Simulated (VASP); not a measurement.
**Nb: single point with revPBE**

Crystal: Nb.

```
CELL_PARAMETERS angstrom
2.76198 0.00000 0.00000
-1.38099 2.39194 0.00000
0.00000 0.00000 5.04396
ATOMIC_POSITIONS crystal
Nb 0.33333 0.66667 0.25000
Nb 0.66667 0.33333 0.75000
```

This cell differs from its parent crystal: volume scaled by 0.88.

- Program: VASP 6.6.1
- Task: single point
- Functional: revPBE
- Potentials or basis: VASP PAW PBE potentials, release 64 (Nb_sv)
- Cutoff: 520 eV
- k mesh: 14 × 14 × 7
- Occupations: fermi-dirac, width 0.1 eV
- Spin: no spin polarisation
- Dipole correction: no
- Further INCAR settings: ALGO = Normal; EDIFF = 1e-06; NBANDS = 20

| Quantity | Value |
| --- | --- |
| Pressure | 24.7 GPa |
| Band gap on the k mesh | zero (band 13 reaches 14.64 eV, above the bottom of band 14 at 12.00 eV) |

Stress tensor (GPa, compression positive):
```
25.18  0.00  0.00
 0.00 25.18  0.00
 0.00  0.00 23.71
```

Levels at points of the mesh, in eV from the Fermi level:
| k point | band 9 | band 10 | band 11 | band 12 | band 13 | band 14 | band 15 | band 16 | band 17 | band 18 |
| --- | --- | --- | --- | --- | --- | --- | --- | --- | --- | --- |
| (0.00, 0.00, 0.00) | -6.44 | -4.23 | -1.22 | 0.25 | 0.25 | 0.77 | 0.77 | 0.80 | 2.85 | 2.85 |
| (0.50, 0.00, 0.00) | -4.21 | -3.83 | -3.67 | -0.66 | 0.42 | 0.50 | 0.69 | 5.08 | 6.27 | 6.52 |

Run time: 29 s on 1 thread of Intel(R) Xeon(R) 6975P-C (Granite Rapids), on a shared host, peak memory 0.19 GiB.

Caveat: the PAW data sets were made with another functional, which shifts forces and pressure a little.
